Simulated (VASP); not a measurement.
## GaN: single point with PBEsol

The system is GaN.

```xyz
2
Lattice="0.0328 2.2482 2.2482 2.2482 0.0328 2.2482 2.2482 2.2482 0.0328" Properties=species:S:1:pos:R:3 pbc="T T T"
Ga    0.0053    0.0053    0.0053
N     1.1270    1.1270    1.1270
```

- Program: VASP 6.6.1
- Task: single point
- Functional: PBEsol
- Potentials or basis: VASP PAW PBE potentials, release 64 (Ga_d, N)
- Cutoff: 600 eV
- k mesh: 6 × 6 × 6
- Occupations: gaussian, width 0.01 eV
- Spin: no spin polarisation
- Dipole correction: no
- Further INCAR settings: ALGO = Normal; EDIFF = 1e-06; NBANDS = 16

The pressure is 4.1 GPa and the largest force is 0.003 eV/Å. The band gap on the k mesh is 1.80 eV.

Forces on the atoms (eV/Å):
```
Ga  -0.002 -0.002 -0.002
N    0.002  0.002  0.002
```

Stress tensor (GPa, compression positive):
```
 4.15 -2.33 -2.33
-2.33  4.15 -2.33
-2.33 -2.33  4.15
```

Levels at points of the mesh, in eV from the valence-band top:
```tsv
k point	band 7	band 8	band 9	band 10	band 11	band 12
(0.00, 0.00, 0.00)	-0.16	0.00	0.00	1.80	10.01	10.50
(0.50, 0.00, 0.00)	-7.33	-1.16	-1.04	4.63	8.73	10.24
(0.50, 0.50, 0.00)	-6.36	-3.00	-2.78	3.16	6.69	11.71
(0.50, 0.50, 0.50)	-7.46	-0.97	-0.97	4.91	8.63	10.60
```

Wall time 17 s on 1 thread of AMD EPYC 7R13 Processor (Zen 3) (shared host), peak memory 0.13 GiB.

Caveat: the cell stands under pressure; the PAW data sets were made with another functional, which shifts forces and pressure a little.
